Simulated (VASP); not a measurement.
# Si53P (a cell with a defect) in VASP: single point with PBE

Aim: the single point of Si53P (a cell with a defect) with PBE.

Program: VASP 6.6.1. These are calculated values, not measurements. Logs are shortened: lines on timing, memory, paths and dates and some standing lists are left out, and cuts for length are marked.

## Step 1: The cell of the first run

The cell holds a defect, 54 atoms: a = 11.513 Å, b = 11.513 Å, c = 11.513 Å, α = 60.00°, β = 60.00°, γ = 60.00°.

## Step 2: Single point, PBE

Contents of INCAR:

```
PREC = Accurate ; ENCUT = 520
EDIFF = 1E-6 ; ISMEAR = -1
SIGMA = 0.01 ; LREAL = Auto
LASPH = T ; NELM = 100
ALGO = Normal ; ISIF = 2
LWAVE = F ; LCHARG = T
GGA = PE ; LELF = T
LVHAR = T ; NELECT = 216.0
NBANDS = 142
```

Contents of KPOINTS:

```
regular mesh
0
Gamma
  2 2 2
```

Contents of POSCAR:

```
Si53P
1.0
    0.0000000000      8.1406800000      8.1406800000
    8.1406800000      0.0000000000      8.1406800000
    8.1406800000      8.1406800000      0.0000000000
P Si
1 53
Direct
    0.2500000000      0.2500000000      0.2500000000
    0.2511570921      0.2511570921      0.5822783716
    0.2511570921      0.2511570921      0.9154074442
    0.2511570921      0.5822783716      0.2511570921
    0.2505082507      0.5831639164      0.5831639164
    0.2511570921      0.5822783716      0.9154074442
    0.2511570921      0.9154074442      0.2511570921
    0.2511570921      0.9154074442      0.5822783716
    0.2505710199      0.9164763267      0.9164763267
    0.5822783716      0.2511570921      0.2511570921
    0.5831639164      0.2505082507      0.5831639164
    0.5822783716      0.2511570921      0.9154074442
    0.5831639164      0.5831639164      0.2505082507
    0.5831639164      0.5831639164      0.5831639164
    0.5836564721      0.5836564721      0.9163435279
    0.5822783716      0.9154074442      0.2511570921
    0.5836564721      0.9163435279      0.5836564721
    0.5836564721      0.9163435279      0.9163435279
    0.9154074442      0.2511570921      0.2511570921
    0.9154074442      0.2511570921      0.5822783716
    0.9164763267      0.2505710199      0.9164763267
    0.9154074442      0.5822783716      0.2511570921
    0.9163435279      0.5836564721      0.5836564721
    0.9163435279      0.5836564721      0.9163435279
    0.9164763267      0.9164763267      0.2505710199
    0.9163435279      0.9163435279      0.5836564721
    0.9164763267      0.9164763267      0.9164763267
    0.1665934384      0.1665934384      0.1665934384
    0.1665934384      0.1665934384      0.5002196849
    0.1660977825      0.1660977825      0.8339022175
    0.1665934384      0.5002196849      0.1665934384
    0.1659111623      0.5006354164      0.5006354164
    0.1659111623      0.5006354164      0.8328180049
    0.1660977825      0.8339022175      0.1660977825
    0.1659111623      0.8328180049      0.5006354164
    0.1660977825      0.8339022175      0.8339022175
    0.5002196849      0.1665934384      0.1665934384
    0.5006354164      0.1659111623      0.5006354164
    0.5006354164      0.1659111623      0.8328180049
    0.5006354164      0.5006354164      0.1659111623
    0.5000000000      0.5000000000      0.5000000000
    0.5006354164      0.5006354164      0.8328180049
    0.5006354164      0.8328180049      0.1659111623
    0.5006354164      0.8328180049      0.5006354164
    0.5001593314      0.8332802229      0.8332802229
    0.8339022175      0.1660977825      0.1660977825
    0.8328180049      0.1659111623      0.5006354164
    0.8339022175      0.1660977825      0.8339022175
    0.8328180049      0.5006354164      0.1659111623
    0.8328180049      0.5006354164      0.5006354164
    0.8332802229      0.5001593314      0.8332802229
    0.8339022175      0.8339022175      0.1660977825
    0.8332802229      0.8332802229      0.5001593314
    0.8332802229      0.8332802229      0.8332802229
```

Potentials or basis: VASP PAW PBE potentials, release 64 (P, Si).

Launch:

```sh
$ cat potpaw_PBE.64/P/POTCAR potpaw_PBE.64/Si/POTCAR > POTCAR
$ mpirun -np 1 vasp_std > vasp.out
```

OUTCAR:

```text
PREC = Accurate
   ENCUT = 520
   EDIFF = 1E-6
   ISMEAR = -1
   LREAL = Auto
   LASPH = T
   NELM = 100
   ISIF = 2
   GGA = PE
   NELECT = 216.0

 ion  position               nearest neighbor table
   1  0.250  0.250  0.250-  28 2.35  29 2.35  31 2.35  37 2.35
   2  0.251  0.251  0.582-  32 2.35  38 2.35  29 2.36  30 2.37
   3  0.251  0.251  0.915-  33 2.35  39 2.35  28 2.36  30 2.37
   4  0.251  0.582  0.251-  32 2.35  40 2.35  31 2.36  34 2.37
   5  0.251  0.583  0.583-  41 2.35  32 2.35  35 2.35  33 2.35
   6  0.251  0.582  0.915-  33 2.35  42 2.35  31 2.36  36 2.37
[... 46 lines left out ...]
  53  0.833  0.833  0.500-  25 2.35  26 2.35  17 2.35  23 2.35
  54  0.833  0.833  0.833-  27 2.35  24 2.35  26 2.35  18 2.35

  LATTYP: Found a face centered cubic cell.
 ALAT       =    16.2813600000

  Lattice vectors:

 A1 = (   0.0000000000,   8.1406800000,   8.1406800000)
 A2 = (   8.1406800000,   0.0000000000,   8.1406800000)
 A3 = (   8.1406800000,   8.1406800000,   0.0000000000)

Analysis of symmetry for initial positions (statically):
=====================================================================
 Subroutine PRICEL returns:
 Original cell was already a primitive cell.

 Routine SETGRP: Setting up the symmetry group for a
 face centered cubic supercell.

 Subroutine GETGRP returns: Found 24 space group operations
 (whereof 24 operations were pure point group operations)
 out of a pool of 48 trial point group operations.

The static configuration has the point symmetry T_d .

Analysis of symmetry for dynamics (positions and initial velocities):
=====================================================================
 Subroutine PRICEL returns:
 Original cell was already a primitive cell.

 Routine SETGRP: Setting up the symmetry group for a
 face centered cubic supercell.

 Subroutine GETGRP returns: Found 24 space group operations
 (whereof 24 operations were pure point group operations)
 out of a pool of 48 trial point group operations.

The dynamic configuration has the point symmetry T_d .

 Subroutine INISYM returns: Found 24 space group operations
 (whereof 24 operations are pure point group operations),
 and found     1 'primitive' translations

----------------------------------------------------------------------------------------

                                     Primitive cell

  volume of cell :    1078.9766

  direct lattice vectors                    reciprocal lattice vectors
     0.000000000  8.140680000  8.140680000    -0.061419931  0.061419931  0.061419931
     8.140680000  0.000000000  8.140680000     0.061419931 -0.061419931  0.061419931
     8.140680000  8.140680000  0.000000000     0.061419931  0.061419931 -0.061419931

  length of vectors
    11.512660063 11.512660063 11.512660063     0.106382440  0.106382440  0.106382440

  position of ions in fractional coordinates (direct lattice)
     0.250000000  0.250000000  0.250000000
     0.251157092  0.251157092  0.582278372
     0.251157092  0.251157092  0.915407444
     0.251157092  0.582278372  0.251157092
     0.250508251  0.583163916  0.583163916
     0.251157092  0.582278372  0.915407444
[... 46 lines left out ...]
     0.833280223  0.833280223  0.500159331
     0.833280223  0.833280223  0.833280223

  ion indices of the primitive-cell ions
   primitive index   ion index
                 1           1
                 2           2
                 3           3
                 4           4
                 5           5
                 6           6
[... 46 lines left out ...]
                53          53
                54          54

----------------------------------------------------------------------------------------

 KPOINTS: regular mesh

Automatic generation of k-mesh.
 Grid dimensions read from file:
 generate k-points for:    2    2    2

 Generating k-lattice:

  Cartesian coordinates                     Fractional coordinates (reciprocal lattice)
    -0.030709965  0.030709965  0.030709965     0.500000000  0.000000000  0.000000000
     0.030709965 -0.030709965  0.030709965     0.000000000  0.500000000  0.000000000
     0.030709965  0.030709965 -0.030709965     0.000000000  0.000000000  0.500000000

  Length of vectors
     0.053191220  0.053191220  0.053191220

  Shift w.r.t. Gamma in fractional coordinates (k-lattice)
     0.000000000  0.000000000  0.000000000

 Subroutine IBZKPT returns following result:
 ===========================================

 Found      3 irreducible k-points:

 Following reciprocal coordinates:
            Coordinates               Weight
  0.000000  0.000000  0.000000      1.000000
  0.500000  0.000000  0.000000      4.000000
  0.500000  0.500000  0.000000      3.000000
   k-points           NKPTS =      3   k-points in BZ     NKDIM =      3   number of bands    NBANDS=    142
   number of dos      NEDOS =    301   number of ions     NIONS =     54
   total plane-waves  NPLWV = 729000
   dimension x,y,z NGX =    90 NGY =   90 NGZ =   90
   dimension x,y,z NGXF=   180 NGYF=  180 NGZF=  180
   ions per type =               1  53
   NGX,Y,Z   is equivalent  to a cutoff of  13.00, 13.00, 13.00 a.u.
   NGXF,Y,Z  is equivalent  to a cutoff of  25.99, 25.99, 25.99 a.u.
 SYSTEM =  unknown system
   PREC   = accura    normal or accurate (medium, high low for compatibility)
   ISTART =      0    job   : 0-new  1-cont  2-samecut
   ICHARG =      2    charge: 1-file 2-atom 10-const
   ISPIN  =      1    spin polarized calculation?
   LNONCOLLINEAR =      F non collinear calculations
   LSORBIT =      F    spin-orbit coupling
   LASPH  =      T    aspherical Exc in radial PAW
   ENCUT  =  520.0 eV  38.22 Ry    6.18 a.u.  21.41 21.41 21.41*2*pi/ulx,y,z
   NELM   =    100;   NELMIN=  2; NELMDL= -5     # of ELM steps
   EDIFF  = 0.1E-05   stopping-criterion for ELM
   LREAL  =      T    real-space projection
   EDIFFG = 0.1E-04   stopping-criterion for IOM
   NSW    =      0    number of steps for IOM
   IBRION =     -1    ionic relax: 0-MD 1-quasi-New 2-CG
   NFREE  =      0    steps in history (QN), initial steepest desc. (CG)
   ISIF   =      2    stress and relaxation
   ISYM   =      2    0-nonsym 1-usesym 2-fastsym
   POTIM  = 0.5000    time-step for ionic-motion
   TEBEG  =    0.0;   TEEND  =   0.0 temperature during run
   PSTRESS=    0.0 pullay stress
   NELECT =     216.0000    total number of electrons
   NUPDOWN=      -1.0000    fix difference up-down
   EMIN   =  10.00;   EMAX   =-10.00  energy-range for DOS
   EFERMI =   0.00;   METHOD = LEGACY
   ISMEAR =    -1;   SIGMA  =   0.01  broadening in eV -4-tet -1-fermi 0-gaus
   EFERMI_NEDOS =   21; number of points for ismear=-14 and -15
   IALGO  =     38    algorithm
   IMIX   =      4    mixing-type and parameters
     AMIX     =   0.40;   BMIX     =  1.00
     AMIX_MAG =   1.60;   BMIX_MAG =  1.00
  volume/ion in A,a.u.               =      19.98       134.84
  Fermi-wavevector in a.u.,A,eV,Ry     =   0.957684  1.809760 12.478691  0.917158
  Thomas-Fermi vector in A             =   2.086724
   LORBIT       =      0    0 simple, 1 ext, 2 COOP (PROOUT), +10 PAW based schemes
   GGA     = PE    functional components
[... 5 lines left out ...]
 non-spin polarized calculation
  energy-cutoff  :      520.00
  volume of cell :     1078.98
 maximum number of plane-waves:     29123
 NGX is ok and might be reduce to    90
   NGX = 43   NGY = 43   NGZ = 43

 number of electron     216.0000006 magnetization

 Free energy of the ion-electron system (eV)
  ---------------------------------------------------
  ext. energy  EPLUGINS =         0.00000000
  ---------------------------------------------------
  free energy    TOTEN  =      -298.41545878 eV

  energy without entropy =     -298.41545878  energy(sigma->0) =     -298.41545878

 E-fermi :   6.0877     XC(G=0):  -9.3965

 val. band max:        5.8281420673   @ k =   0.0000   0.0000   0.0000
 cond. band min:       6.3295634797   @ k =   0.0000   0.0000   0.0000
 fundamental gap:      0.5014214124
 Fermi energy:         6.0876815868

 k-point     1 :       0.0000    0.0000    0.0000
  band No.  band energies     occupation
      1      -6.6769      2.00000
      2      -5.8111      2.00000
      3      -4.7487      2.00000
      4      -4.7487      2.00000
      5      -4.7487      2.00000
      6      -4.7093      2.00000
[... 112 lines left out ...]
    119       7.4058      0.00000
    120       7.4058      0.00000

 k-point     2 :       0.5000    0.0000    0.0000
  band No.  band energies     occupation
      1      -6.6360      2.00000
      2      -5.7235      2.00000
      3      -5.4537      2.00000
      4      -4.8338      2.00000
      5      -4.8338      2.00000
      6      -4.7767      2.00000
[... 112 lines left out ...]
    119       7.8038      0.00000
    120       7.8457      0.00000

 k-point     3 :       0.5000    0.5000    0.0000
  band No.  band energies     occupation
      1      -6.6251      2.00000
      2      -5.6108      2.00000
      3      -5.4269      2.00000
      4      -5.1557      2.00000
      5      -5.1557      2.00000
      6      -5.1346      2.00000
[... 112 lines left out ...]
    119       7.9374      0.00000
    120       7.9380      0.00000
 [bands above 120 left out]

------------------------ aborting loop because EDIFF is reached ----------------------------------------

  FORCE on cell =-STRESS in cart. coord.  units (eV):
  Direction    XX          YY          ZZ          XY          YZ          ZX
  --------------------------------------------------------------------------------------
  -------------------------------------------------------------------------------------
  Total        3.2110673      3.2110673      3.2110673      0.0000000     -0.0000000      0.0000000
  in kB        4.7681284      4.7681284      4.7681284      0.0000000     -0.0000000      0.0000000
  external PRESSURE =       4.7681284 kB  Pullay stress =       0.0000000 kB

 VOLUME and BASIS-vectors are now :
 -----------------------------------------------------------------------------
  energy-cutoff  :      520.00
  volume of cell :     1078.98
      direct lattice vectors                 reciprocal lattice vectors
     0.000000000  8.140680000  8.140680000    -0.061419931  0.061419931  0.061419931
     8.140680000  0.000000000  8.140680000     0.061419931 -0.061419931  0.061419931
     8.140680000  8.140680000  0.000000000     0.061419931  0.061419931 -0.061419931

 POSITION                                       TOTAL-FORCE (eV/Angst)
 -----------------------------------------------------------------------------------
      4.07034      4.07034      4.07034         0.000000      0.000000      0.000000
      6.78473      6.78473      4.08918         0.000091      0.000091      0.002025
      9.49663      9.49663      4.08918        -0.000091     -0.000091      0.002025
      6.78473      4.08918      6.78473         0.000091      0.002025      0.000091
      9.49470      6.78666      6.78666         0.004954     -0.004954     -0.004954
     12.19218      9.49663      6.78473        -0.002025     -0.000091      0.000091
[... 46 lines left out ...]
     10.85510     10.85510     13.56694         0.000506      0.000506     -0.000506
     13.56694     13.56694     13.56694        -0.000506     -0.000506     -0.000506
 -----------------------------------------------------------------------------------
    total drift:                               -0.000000     -0.000000     -0.000000

  FREE ENERGIE OF THE ION-ELECTRON SYSTEM (eV)
  ---------------------------------------------------
  free  energy   TOTEN  =      -298.4154587762 eV

  energy  without entropy=     -298.4154587762  energy(sigma->0) =     -298.41545878
```

Wall time 36 min (1 thread of Intel Xeon 8259CL, shared host); peak memory 1.4 GiB.

Results:

- Free energy: -298.4155 eV
- Largest force: 0.028 eV/Å

Forces in eV/Å, atoms in the order of the input:
```
P    0.000  0.000  0.000
Si   0.000  0.000  0.002
Si   0.000  0.000  0.002
Si   0.000  0.002  0.000
Si   0.005 -0.005 -0.005
Si  -0.002  0.000  0.000
Si   0.000  0.002  0.000
Si  -0.002  0.000  0.000
Si   0.002 -0.002 -0.002
Si   0.002  0.000  0.000
Si  -0.005  0.005 -0.005
Si   0.000 -0.002  0.000
Si  -0.005 -0.005  0.005
Si   0.005  0.005  0.005
Si   0.000  0.000 -0.006
Si   0.000  0.000 -0.002
Si   0.000 -0.006  0.000
Si   0.006  0.000  0.000
Si   0.002  0.000  0.000
Si   0.000 -0.002  0.000
Si  -0.002  0.002 -0.002
Si   0.000  0.000 -0.002
Si  -0.006  0.000  0.000
Si   0.000  0.006  0.000
Si  -0.002 -0.002  0.002
Si   0.000  0.000  0.006
Si   0.002  0.002  0.002
Si   0.016  0.016  0.016
Si  -0.016 -0.016  0.016
Si   0.000  0.000 -0.008
Si  -0.016  0.016 -0.016
Si  -0.002  0.002  0.002
Si  -0.002  0.002  0.002
Si   0.000 -0.008  0.000
Si  -0.002  0.002  0.002
Si   0.008  0.000  0.000
Si   0.016 -0.016 -0.016
Si   0.002 -0.002  0.002
Si   0.002 -0.002  0.002
Si   0.002  0.002 -0.002
Si   0.000  0.000  0.000
Si  -0.002 -0.002 -0.002
Si   0.002  0.002 -0.002
Si  -0.002 -0.002 -0.002
Si  -0.001  0.001  0.001
Si  -0.008  0.000  0.000
Si   0.002 -0.002  0.002
Si   0.000  0.008  0.000
Si   0.002  0.002 -0.002
Si  -0.002 -0.002 -0.002
Si   0.001 -0.001  0.001
Si   0.000  0.000  0.008
Si   0.001  0.001 -0.001
Si  -0.001 -0.001 -0.001
```

Levels at points of the mesh, in eV from the Fermi level:
```tsv
k point	band 104	band 105	band 106	band 107	band 108	band 109	band 110	band 111	band 112	band 113
(0.00, 0.00, 0.00)	-1.20	-1.20	-0.26	-0.26	-0.26	0.24	0.46	0.46	0.46	0.51
(0.50, 0.00, 0.00)	-1.43	-0.75	-0.75	-0.66	-0.66	0.59	0.77	0.77	0.86	0.87
(0.50, 0.50, 0.00)	-1.42	-0.86	-0.86	-0.79	-0.78	0.43	0.45	1.30	1.40	1.60
```

Caveat: the cell carries a net charge on a neutralising background, which shifts energy and pressure; the cell is charged against a uniform background, so pressure and absolute levels hang on convention.
